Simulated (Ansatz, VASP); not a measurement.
Bi in VASP and in Ansatz

```
CELL_PARAMETERS angstrom
-1.72944 2.99548 0.00000
0.00000 0.00000 5.67362
5.18832 2.99548 0.00000
ATOMIC_POSITIONS crystal
Bi 0.50000 0.25000 0.16667
Bi 0.00000 0.25000 0.66667
Bi 0.00000 0.75000 0.33333
Bi 0.50000 0.75000 0.83333
```

Alike in both runs: task single point; functional LDA; k mesh 12 × 7 × 7; occupations fermi-dirac, width 0.08 eV; no spin polarisation.

|  | VASP | Ansatz |
| --- | --- | --- |
| version | VASP 6.6.1 | Ansatz 0.2.0 |
| potentials or method | VASP PAW LDA potentials, release 64 (Bi_d), cutoff 520 eV | all-electron LAPW, scalar-relativistic |

```csv
,VASP,Ansatz,Ansatz less VASP
pressure (GPa),0.1,0.1,-0.06
"traceless stress, the component that is largest in VASP (GPa)",0.28,0.30,+0.017
rms of the force components (eV/Å),0.008,0.008,0.0000
```

LDA's correlation is that of Perdew and Zunger in VASP and of Perdew and Wang (1992) in Ansatz. Atom by atom the forces differ by 0.000 eV/Å (rms over components). Ansatz ran all-electron here, and VASP with PAW potentials.

Neither program's run includes spin-orbit coupling.
